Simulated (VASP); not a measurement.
# BeS (rocksalt type) (Fm-3m) in VASP: single point with LDA

Aim: the single point of BeS (rocksalt type) with LDA.

Program: VASP 6.6.1. These are calculated values, not measurements. Logs are shortened: lines on timing, memory, paths and dates and some standing lists are left out, and cuts for length are marked.

## Step 1: The cell of the first run

It takes space group Fm-3m (No. 225, cubic). The conventional cell has a = 4.398 Å, b = 4.398 Å, c = 4.398 Å, α = 90.00°, β = 90.00°, γ = 90.00°. Be (site symmetry m-3m) has 6 S at 2.20 Å within 2.9 Å. S (site symmetry m-3m) has 6 Be at 2.20 Å within 2.9 Å.

## Step 2: Single point, LDA (volume scaled by 0.9)

File INCAR:

```
SYSTEM = BeS
PREC = Accurate
ENCUT = 600
EDIFF = 1E-6
ISMEAR = -1
SIGMA = 0.08
LREAL = .False.
LASPH = .True.
NELM = 120
ALGO = Normal
ISIF = 2
LWAVE = .False.
LCHARG = .False.
GGA = CA
NBANDS = 11
GGA_COMPAT = .False.
```

File KPOINTS:

```
regular mesh
0
Gamma
  17 17 17
  0 0 0
```

File POSCAR:

```
BeS
1.0
    0.0000000000      2.1992442097      2.1992442097
    2.1992442097      0.0000000000      2.1992442097
    2.1992442097      2.1992442097      0.0000000000
Be S
1 1
Direct
    0.0000000000      0.0000000000      0.0000000000
    0.5000000000      0.5000000000      0.5000000000
```

Potentials or basis: VASP PAW LDA potentials, release 64 (Be, S).

Command:

```sh
$ cat potpaw_LDA.64/Be/POTCAR potpaw_LDA.64/S/POTCAR > POTCAR
$ mpirun -np 1 vasp_std > vasp.out
```

OUTCAR:

```text
SYSTEM = BeS
   PREC = Accurate
   ENCUT = 600
   EDIFF = 1E-6
   ISMEAR = -1
   LREAL = .False.
   LASPH = .True.
   NELM = 120
   ISIF = 2
   GGA = CA

 ion  position               nearest neighbor table
   1  0.000  0.000  0.000-   2 2.20   2 2.20   2 2.20   2 2.20   2 2.20   2 2.20
   2  0.500  0.500  0.500-   1 2.20   1 2.20   1 2.20   1 2.20   1 2.20   1 2.20

  LATTYP: Found a face centered cubic cell.
 ALAT       =     4.3984884194

  Lattice vectors:

 A1 = (   0.0000000000,   2.1992442097,   2.1992442097)
 A2 = (   2.1992442097,   0.0000000000,   2.1992442097)
 A3 = (   2.1992442097,   2.1992442097,   0.0000000000)

Analysis of symmetry for initial positions (statically):
=====================================================================
 Subroutine PRICEL returns:
 Original cell was already a primitive cell.

 Routine SETGRP: Setting up the symmetry group for a
 face centered cubic supercell.

 Subroutine GETGRP returns: Found 48 space group operations
 (whereof 48 operations were pure point group operations)
 out of a pool of 48 trial point group operations.

The static configuration has the point symmetry O_h .

Analysis of symmetry for dynamics (positions and initial velocities):
=====================================================================
 Subroutine PRICEL returns:
 Original cell was already a primitive cell.

 Routine SETGRP: Setting up the symmetry group for a
 face centered cubic supercell.

 Subroutine GETGRP returns: Found 48 space group operations
 (whereof 48 operations were pure point group operations)
 out of a pool of 48 trial point group operations.

The dynamic configuration has the point symmetry O_h .

 Subroutine INISYM returns: Found 48 space group operations
 (whereof 48 operations are pure point group operations),
 and found     1 'primitive' translations

----------------------------------------------------------------------------------------

                                     Primitive cell

  volume of cell :      21.2741

  direct lattice vectors                    reciprocal lattice vectors
     0.000000000  2.199244210  2.199244210    -0.227350832  0.227350832  0.227350832
     2.199244210  0.000000000  2.199244210     0.227350832 -0.227350832  0.227350832
     2.199244210  2.199244210  0.000000000     0.227350832  0.227350832 -0.227350832

  length of vectors
     3.110200988  3.110200988  3.110200988     0.393783192  0.393783192  0.393783192

  position of ions in fractional coordinates (direct lattice)
     0.000000000  0.000000000  0.000000000
[... 81 lines left out ...]
   NSW    =      0    number of steps for IOM
   IBRION =     -1    ionic relax: 0-MD 1-quasi-New 2-CG
   NFREE  =      0    steps in history (QN), initial steepest desc. (CG)
   ISIF   =      2    stress and relaxation
   ISYM   =      2    0-nonsym 1-usesym 2-fastsym
   POTIM  = 0.5000    time-step for ionic-motion
   TEBEG  =    0.0;   TEEND  =   0.0 temperature during run
   PSTRESS=    0.0 pullay stress
   NELECT =       8.0000    total number of electrons
   NUPDOWN=      -1.0000    fix difference up-down
   EMIN   =  10.00;   EMAX   =-10.00  energy-range for DOS
   EFERMI =   0.00;   METHOD = LEGACY
   ISMEAR =    -1;   SIGMA  =   0.08  broadening in eV -4-tet -1-fermi 0-gaus
   EFERMI_NEDOS =   21; number of points for ismear=-14 and -15
   IALGO  =     38    algorithm
   IMIX   =      4    mixing-type and parameters
     AMIX     =   0.40;   BMIX     =  1.00
     AMIX_MAG =   1.60;   BMIX_MAG =  1.00
  volume/ion in A,a.u.               =      10.64        71.78
  Fermi-wavevector in a.u.,A,eV,Ry     =   1.181648  2.232990 18.997698  1.396291
  Thomas-Fermi vector in A             =   2.317917
   LORBIT       =      0    0 simple, 1 ext, 2 COOP (PROOUT), +10 PAW based schemes
   GGA     = CA    functional components
   LHFCALC =     F    Hartree Fock is set to
   AEXX    =    0.0000 exact exchange contribution
   IVDW    =     0    specifies the selected vdW correction
   LEPSILON=     F    determine dielectric tensor
   LRPA    =     F    only Hartree local field effects (RPA)
 non-spin polarized calculation
  energy-cutoff  :      600.00
  volume of cell :       21.27
 maximum number of plane-waves:       725
 NGX is ok and might be reduce to    28
   NGX = 13   NGY = 13   NGZ = 13

 number of electron       8.0000000 magnetization

 Free energy of the ion-electron system (eV)
  ---------------------------------------------------
  ext. energy  EPLUGINS =         0.00000000
  ---------------------------------------------------
  free energy    TOTEN  =       -10.02275770 eV

  energy without entropy =      -10.02274002  energy(sigma->0) =      -10.02274886

 E-fermi :   9.1386     XC(G=0): -11.4120

 val. band max:        8.5387390625   @ k =  -0.1765   0.1176   0.0000
 cond. band min:       9.6112313444   @ k =   0.4706   0.4706   0.0000
 fundamental gap:      1.0724922819
 Fermi energy:         9.1386058486

 k-point     1 :       0.0000    0.0000    0.0000
  band No.  band energies     occupation
      1      -7.9866      2.00000
      2       8.1612      1.99999
      3       8.1612      1.99999
      4       8.1612      1.99999
      5      15.7280      0.00000
      6      17.1086      0.00000
      7      17.1086      0.00000
      8      17.1086      0.00000
      9      18.7444      0.00000
     10      18.7444      0.00000
     11      18.7444      0.00000
[... 309 lines left out ...]
 k-point    24 :      -0.1176    0.0588    0.0000
  band No.  band energies     occupation
      1      -7.6079      2.00000
      2       6.3811      2.00000
      3       7.4772      2.00000
      4       8.3376      1.99991
      5      15.3687      0.00000
      6      15.4935      0.00000
      7      16.4601      0.00000
      8      17.5818      0.00000
      9      17.6915      0.00000
     10      19.1680      0.00000
     11      19.4451      0.00000

 [... further k-points ...]
[... 5 lines left out ...]
  --------------------------------------------------------------------------------------
  -------------------------------------------------------------------------------------
  Total        2.0420026      2.0420026      2.0420026     -0.0000000      0.0000000     -0.0000000
  in kB      153.7858937    153.7858937    153.7858937     -0.0000000      0.0000000     -0.0000000
  external PRESSURE =     153.7858937 kB  Pullay stress =       0.0000000 kB

 VOLUME and BASIS-vectors are now :
 -----------------------------------------------------------------------------
  energy-cutoff  :      600.00
  volume of cell :       21.27
      direct lattice vectors                 reciprocal lattice vectors
     0.000000000  2.199244210  2.199244210    -0.227350832  0.227350832  0.227350832
     2.199244210  0.000000000  2.199244210     0.227350832 -0.227350832  0.227350832
     2.199244210  2.199244210  0.000000000     0.227350832  0.227350832 -0.227350832

 POSITION                                       TOTAL-FORCE (eV/Angst)
 -----------------------------------------------------------------------------------
      0.00000      0.00000      0.00000         0.000000      0.000000     -0.000000
      2.19924      2.19924      2.19924        -0.000000     -0.000000      0.000000
 -----------------------------------------------------------------------------------
    total drift:                                0.000000      0.000000      0.000000

  FREE ENERGIE OF THE ION-ELECTRON SYSTEM (eV)
  ---------------------------------------------------
  free  energy   TOTEN  =       -10.0227577046 eV

  energy  without entropy=      -10.0227400238  energy(sigma->0) =      -10.02274886
```

OSZICAR:

```text
N       E                     dE             d eps       ncg     rms          rms(c)
DAV:   1     0.192444138806E+02    0.19244E+02   -0.45052E+03  3662   0.733E+02
DAV:   2    -0.908895610016E+01   -0.28333E+02   -0.26852E+02  4832   0.118E+02
DAV:   3    -0.100965631225E+02   -0.10076E+01   -0.10051E+01  4625   0.219E+01
DAV:   4    -0.101005044187E+02   -0.39413E-02   -0.39407E-02  4311   0.152E+00
DAV:   5    -0.101005196515E+02   -0.15233E-04   -0.15233E-04  4621   0.989E-02    0.818E+00
DAV:   6    -0.100362950852E+02    0.64225E-01   -0.10138E-01  4080   0.136E+00    0.533E+00
DAV:   7    -0.100241306842E+02    0.12164E-01   -0.49346E-02  4229   0.102E+00    0.106E+00
DAV:   8    -0.100227474409E+02    0.13832E-02   -0.61739E-03  4045   0.359E-01    0.771E-02
DAV:   9    -0.100227568100E+02   -0.93691E-05   -0.14577E-04  4270   0.904E-02    0.446E-02
DAV:  10    -0.100227580095E+02   -0.11995E-05   -0.33885E-06  4299   0.101E-02    0.317E-02
DAV:  11    -0.100227577046E+02    0.30491E-06   -0.14920E-06  3096   0.633E-03
   1 F= -.10022758E+02 E0= -.10022749E+02  d E =-.176808E-04
```

It took 67 s on 1 thread of Intel Xeon 8259CL, shared host; peak memory 0.17 GiB.

Results:

| Property | Result |
| --- | --- |
| Free energy | -10.0228 eV |
| Pressure | 15.4 GPa |
| Band gap on the k mesh | 1.07 eV, indirect (least direct gap 4.17 eV) |
